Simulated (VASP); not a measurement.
# KGaH6 (Pm-3m) in VASP: further runs

KGaH6 is run at these levels: PBE; tasks: single point.

All numbers are computed with VASP 6.6.1; they aren't measurements. Logs are shortened: lines on timing, memory, paths and dates and some standing lists are left out, and cuts for length are marked.

## 1. The cell of the first run

Symmetry: Pm-3m, No. 221, cubic system. The conventional cell has a = 6.081 Å, b = 6.081 Å, c = 6.081 Å, α = 90.00°, β = 90.00°, γ = 90.00°. K (site symmetry m-3m) has 12 H at 2.67 to 3.41 Å within 3.5 Å. Ga (site symmetry m-3m) has 24 H at 4.32 Å and 8 K at 5.27 Å within 5.7 Å. Within 1.0 Å of H (site symmetry 4mm) lie 1 H at 0.75 Å.

## 2. Single point, PBE

File INCAR:

```
PREC = Accurate
ENCUT = 520
EDIFF = 1E-7
ISMEAR = 0
SIGMA = 0.1
LREAL = F
LASPH = T
NELM = 60
ALGO = Normal
ISIF = 2
LWAVE = F
LCHARG = F
GGA = PE
NBANDS = 24
```

File KPOINTS:

```
regular mesh
0
Gamma
  6 6 6
```

File POSCAR:

```
KGaH6
1.0
    6.0805848648      0.0000000000      0.0000000000
    0.0000000000      6.0805848648      0.0000000000
    0.0000000000      0.0000000000      6.0805848648
K Ga H
1 1 6
Direct
    0.0000000000      0.0000000000      0.0000000000
    0.5000000000      0.5000000000      0.5000000000
    0.5614650532      0.0000000000      0.0000000000
    0.4385349468      0.0000000000      0.0000000000
    0.0000000000      0.5614650532      0.0000000000
    0.0000000000      0.4385349468      0.0000000000
    0.0000000000      0.0000000000      0.5614650532
    0.0000000000      0.0000000000      0.4385349468
```

Potentials or basis: VASP PAW PBE potentials, release 64 (K_sv, Ga_d, H).

Command:

```bash
$ cat potpaw_PBE.64/K_sv/POTCAR potpaw_PBE.64/Ga_d/POTCAR potpaw_PBE.64/H/POTCAR > POTCAR
$ mpirun -np 1 vasp_std > vasp.out
```

OUTCAR:

```text
PREC = Accurate
   ENCUT = 520
   EDIFF = 1E-7
   ISMEAR = 0
   LREAL = F
   LASPH = T
   NELM = 60
   ISIF = 2
   GGA = PE

 ion  position               nearest neighbor table
   1  0.000  0.000  0.000-
   2  0.500  0.500  0.500-
   3  0.561  0.000  0.000-   4 0.75
   4  0.439  0.000  0.000-   3 0.75
   5  0.000  0.561  0.000-   6 0.75
   6  0.000  0.439  0.000-   5 0.75
   7  0.000  0.000  0.561-   8 0.75
   8  0.000  0.000  0.439-   7 0.75

  LATTYP: Found a simple cubic cell.
 ALAT       =     6.0805848648

  Lattice vectors:

 A1 = (   6.0805848648,   0.0000000000,   0.0000000000)
 A2 = (   0.0000000000,   6.0805848648,   0.0000000000)
 A3 = (   0.0000000000,   0.0000000000,   6.0805848648)

Analysis of symmetry for initial positions (statically):
=====================================================================
 Subroutine PRICEL returns:
 Original cell was already a primitive cell.

 Routine SETGRP: Setting up the symmetry group for a
 simple cubic supercell.

 Subroutine GETGRP returns: Found 48 space group operations
 (whereof 48 operations were pure point group operations)
 out of a pool of 48 trial point group operations.

The static configuration has the point symmetry O_h .

Analysis of symmetry for dynamics (positions and initial velocities):
=====================================================================
 Subroutine PRICEL returns:
 Original cell was already a primitive cell.

 Routine SETGRP: Setting up the symmetry group for a
 simple cubic supercell.

 Subroutine GETGRP returns: Found 48 space group operations
 (whereof 48 operations were pure point group operations)
 out of a pool of 48 trial point group operations.

The dynamic configuration has the point symmetry O_h .

 Subroutine INISYM returns: Found 48 space group operations
 (whereof 48 operations are pure point group operations),
 and found     1 'primitive' translations

----------------------------------------------------------------------------------------

                                     Primitive cell

[... 95 lines left out ...]
   ENCUT  =  520.0 eV  38.22 Ry    6.18 a.u.  11.31 11.31 11.31*2*pi/ulx,y,z
   NELM   =     60;   NELMIN=  2; NELMDL= -5     # of ELM steps
   EDIFF  = 0.1E-06   stopping-criterion for ELM
   LREAL  =      F    real-space projection
   EDIFFG = 0.1E-05   stopping-criterion for IOM
   NSW    =      0    number of steps for IOM
   IBRION =     -1    ionic relax: 0-MD 1-quasi-New 2-CG
   NFREE  =      0    steps in history (QN), initial steepest desc. (CG)
   ISIF   =      2    stress and relaxation
   ISYM   =      2    0-nonsym 1-usesym 2-fastsym
   POTIM  = 0.5000    time-step for ionic-motion
   TEBEG  =    0.0;   TEEND  =   0.0 temperature during run
   PSTRESS=    0.0 pullay stress
   NELECT =      28.0000    total number of electrons
   NUPDOWN=      -1.0000    fix difference up-down
   EMIN   =  10.00;   EMAX   =-10.00  energy-range for DOS
   EFERMI =   0.00;   METHOD = LEGACY
   ISMEAR =     0;   SIGMA  =   0.10  broadening in eV -4-tet -1-fermi 0-gaus
   EFERMI_NEDOS =   21; number of points for ismear=-14 and -15
   IALGO  =     38    algorithm
   IMIX   =      4    mixing-type and parameters
     AMIX     =   0.40;   BMIX     =  1.00
     AMIX_MAG =   1.60;   BMIX_MAG =  1.00
  volume/ion in A,a.u.               =      28.10       189.65
  Fermi-wavevector in a.u.,A,eV,Ry     =   0.817552  1.544950  9.094020  0.668392
  Thomas-Fermi vector in A             =   1.928020
   LORBIT       =      0    0 simple, 1 ext, 2 COOP (PROOUT), +10 PAW based schemes
   GGA     = PE    functional components
   LHFCALC =     F    Hartree Fock is set to
   AEXX    =    0.0000 exact exchange contribution
   IVDW    =     0    specifies the selected vdW correction
   LEPSILON=     F    determine dielectric tensor
   LRPA    =     F    only Hartree local field effects (RPA)
 non-spin polarized calculation
 Gauss-broadening in eV      SIGMA  =   0.10
  energy-cutoff  :      520.00
  volume of cell :      224.82
 maximum number of plane-waves:      6088
 NGX is ok and might be reduce to    48
   NGX = 23   NGY = 23   NGZ = 23

 number of electron      28.0000027 magnetization

 Free energy of the ion-electron system (eV)
  ---------------------------------------------------
  ext. energy  EPLUGINS =         0.00000000
  ---------------------------------------------------
  free energy    TOTEN  =       -21.12924859 eV

  energy without entropy =      -21.06942026  energy(sigma->0) =      -21.09933443

 E-fermi :  -0.3051     XC(G=0):  -5.3773

 val. band max:       -0.3079194956   @ k =   0.3333   0.1667   0.1667
 cond. band min:      -0.3017316315   @ k =   0.3333   0.3333   0.3333
 fundamental gap:      0.0061878640
 Fermi energy:        -0.3050952945

 k-point     1 :       0.0000    0.0000    0.0000
  band No.  band energies     occupation
      1     -33.6593      2.00000
      2     -17.1403      2.00000
      3     -17.1403      2.00000
      4     -17.1403      2.00000
      5     -16.0142      2.00000
      6     -16.0142      2.00000
[... 529 lines left out ...]
     23       3.5955      0.00000
     24       3.5955      0.00000

------------------------ aborting loop because EDIFF is reached ----------------------------------------

  FORCE on cell =-STRESS in cart. coord.  units (eV):
  Direction    XX          YY          ZZ          XY          YZ          ZX
  --------------------------------------------------------------------------------------
  -------------------------------------------------------------------------------------
  Total       -0.0488960     -0.0488960     -0.0488960      0.0000000     -0.0000000      0.0000000
  in kB       -0.3484561     -0.3484561     -0.3484561      0.0000000     -0.0000000      0.0000000
  external PRESSURE =      -0.3484561 kB  Pullay stress =       0.0000000 kB

 VOLUME and BASIS-vectors are now :
 -----------------------------------------------------------------------------
  energy-cutoff  :      520.00
  volume of cell :      224.82
      direct lattice vectors                 reciprocal lattice vectors
     6.080584865  0.000000000  0.000000000     0.164457864  0.000000000  0.000000000
     0.000000000  6.080584865  0.000000000     0.000000000  0.164457864  0.000000000
     0.000000000  0.000000000  6.080584865     0.000000000  0.000000000  0.164457864

 POSITION                                       TOTAL-FORCE (eV/Angst)
 -----------------------------------------------------------------------------------
      0.00000      0.00000      0.00000         0.000000      0.000000     -0.000000
      3.04029      3.04029      3.04029         0.000000      0.000000     -0.000000
      3.41404      0.00000      0.00000        -0.009111     -0.000000     -0.000000
      2.66655      0.00000      0.00000         0.009111      0.000000     -0.000000
      0.00000      3.41404      0.00000         0.000000     -0.009111     -0.000000
      0.00000      2.66655      0.00000        -0.000000      0.009111     -0.000000
      0.00000      0.00000      3.41404         0.000000     -0.000000     -0.009111
      0.00000      0.00000      2.66655        -0.000000      0.000000      0.009111
 -----------------------------------------------------------------------------------
    total drift:                                0.000000     -0.000000     -0.000000

  FREE ENERGIE OF THE ION-ELECTRON SYSTEM (eV)
  ---------------------------------------------------
  free  energy   TOTEN  =       -21.1292485920 eV

  energy  without entropy=      -21.0694202606  energy(sigma->0) =      -21.09933443
```

Run time: 2.3 min. Hardware: 1 thread of AMD EPYC 7R43 (Zen 3), shared host; peak memory 0.35 GiB.

Results:

```yaml
Free_energy: -21.1292 eV
Pressure: 0.0 GPa
Largest_force: 0.009 eV/Å
Band_gap_on_the_k_mesh: zero (band 14 reaches 0.03 eV, above the bottom of band 15 at -0.58 eV)
```

Forces on the atoms (eV/Å):
```
K    0.000  0.000  0.000
Ga   0.000  0.000  0.000
H   -0.009  0.000  0.000
H    0.009  0.000  0.000
H    0.000 -0.009  0.000
H    0.000  0.009  0.000
H    0.000  0.000 -0.009
H    0.000  0.000  0.009
```

Levels at points of the mesh, in eV from the Fermi level:
```
           k point  band 10  band 11  band 12  band 13  band 14  band 15  band 16  band 17  band 18  band 19
(0.00, 0.00, 0.00)    -9.01    -8.72    -8.72    -5.64     0.33     0.33     0.33     2.10     2.59     2.59
(0.50, 0.00, 0.00)    -8.90    -8.72    -8.71    -5.65    -0.11     0.61     0.61     1.33     1.97     1.97
(0.50, 0.50, 0.00)    -8.80    -8.71    -8.71    -5.64    -0.03    -0.03     0.21     0.88     1.72     2.14
(0.50, 0.50, 0.50)    -8.70    -8.70    -8.70    -5.59    -0.28    -0.28    -0.28    -0.21     2.16     2.16
```

## 3. Single point, PBE

File INCAR:

```
SYSTEM = KGaH6
PREC     = Accurate       ! precision mode
ENCUT    = 520            ! plane-wave cutoff, eV
EDIFF    = 1E-7           ! SCF threshold, eV
ISMEAR   = 0              ! smearing method
SIGMA    = 0.1            ! smearing width, eV
LREAL    = .False.        ! projectors in reciprocal space
LASPH    = .True.         ! aspherical terms in the spheres
NELM     = 100            ! most SCF steps
ALGO     = Normal         ! electronic algorithm
ISIF     = 2              ! what is computed and relaxed
LWAVE    = .False.        ! write WAVECAR
LCHARG   = .False.        ! write CHGCAR
GGA      = PE             ! functional
NBANDS   = 24             ! bands
```

File KPOINTS:

```
Automatic mesh
0
Gamma
  6 6 6
  0 0 0
```

POSCAR is that of step 2.

Potentials or basis: VASP PAW PBE potentials, release 64 (K_sv, Ga_d, H).

Command:

```bash
$ cat potpaw_PBE.64/K_sv/POTCAR potpaw_PBE.64/Ga_d/POTCAR potpaw_PBE.64/H/POTCAR > POTCAR
$ mpirun -np 1 vasp_std > vasp.out
```

Wall time 2.3 min (1 thread of AMD EPYC 7R43 (Zen 3), shared host); peak memory 0.36 GiB.

Results (log left out):

| Quantity | Value |
| --- | --- |
| Free energy | -21.1292 eV |
| Pressure | 0.0 GPa |
| Largest force | 0.009 eV/Å |
| Band gap on the k mesh | zero (band 14 reaches 0.03 eV, above the bottom of band 15 at -0.58 eV) |

Forces on the atoms (eV/Å):
```
K    0.000  0.000  0.000
Ga   0.000  0.000  0.000
H   -0.009  0.000  0.000
H    0.009  0.000  0.000
H    0.000 -0.009  0.000
H    0.000  0.009  0.000
H    0.000  0.000 -0.009
H    0.000  0.000  0.009
```

Levels at points of the mesh, in eV from the Fermi level:
```csv
k point,band 12,band 13,band 14,band 15,band 16,band 17
"(0.00, 0.00, 0.00)",-8.72,-5.64,0.33,0.33,0.33,2.10
"(0.50, 0.00, 0.00)",-8.71,-5.65,-0.11,0.61,0.61,1.33
"(0.50, 0.50, 0.00)",-8.71,-5.64,-0.03,-0.03,0.21,0.88
"(0.50, 0.50, 0.50)",-8.70,-5.59,-0.28,-0.28,-0.28,-0.21
```
